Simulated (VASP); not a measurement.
Set up this calculation in VASP 6.6.1, as the native input.

```
Task                   : single point
Functional             : r2SCAN
Potentials or basis    : VASP PAW PBE potentials, release 64 (Ti_sv)
Cutoff                 : 520 eV
k mesh                 : 20 × 20 × 20
Occupations            : gaussian, width 0.15 eV
Spin                   : no spin polarisation
Dipole correction      : no
Further INCAR settings : ALGO = Normal; EDIFF = 1e-06; NBANDS = 12
```

Ti:

```xyz
1
Lattice="-1.5590 1.5590 1.6410 1.5590 -1.5590 1.6410 1.5590 1.5590 -1.6410" Properties=species:S:1:pos:R:3 pbc="T T T"
Ti    0.0000    0.0000    0.0000
```

This cell differs from its parent crystal: strain -0.050 along x and y, +0.000 along z.

The input as run:

POSCAR

```
Ti
1.0
   -1.5589500000      1.5589500000      1.6410000000
    1.5589500000     -1.5589500000      1.6410000000
    1.5589500000      1.5589500000     -1.6410000000
Ti
1
Direct
    0.0000000000      0.0000000000      0.0000000000
```

INCAR.step1

```
SYSTEM = Ti
PREC = Accurate
ENCUT = 520
ISMEAR = 0
SIGMA = 0.15
LREAL = .FALSE.
LASPH = .TRUE.
NELM = 100
NBANDS = 12
GGA = PE
ALGO = Normal
EDIFF = 1E-4
LWAVE = .TRUE.
LCHARG = .FALSE.
```

INCAR.step2

```
SYSTEM = Ti
PREC = Accurate
ENCUT = 520
EDIFF = 1E-6
ISMEAR = 0
SIGMA = 0.15
LREAL = .FALSE.
LASPH = .TRUE.
NELM = 100
ALGO = Normal
ISIF = 2
LWAVE = .FALSE.
LCHARG = .FALSE.
METAGGA = R2SCAN
LMIXTAU = .TRUE.
NBANDS = 12
ISTART = 1
```

KPOINTS

```
regular mesh
0
G
  20 20 20
  0 0 0
```

Potentials or basis: VASP PAW PBE potentials, release 64 (Ti_sv).

Command:

```bash
$ cat potpaw_PBE.64/Ti_sv/POTCAR > POTCAR
$ cp INCAR.step1 INCAR
$ mpirun -np 1 vasp_std > vasp.out
$ cp INCAR.step2 INCAR
$ mpirun -np 1 vasp_std > vasp.out
```

It gave:

```
Pressure               : 10.0 GPa
Band gap on the k mesh : zero (bands 6 and 7 overlap by 1.86 eV)
```

Caveat: the cell differs from its parent crystal (strain -0.050 along x and y, +0.000 along z); the cell stands under pressure; the PAW data sets were made with another functional, which shifts forces and pressure a little.

Wall time 4.9 min on 1 thread of Intel(R) Xeon(R) 6975P-C (Granite Rapids), on a shared host, peak memory 0.22 GiB.
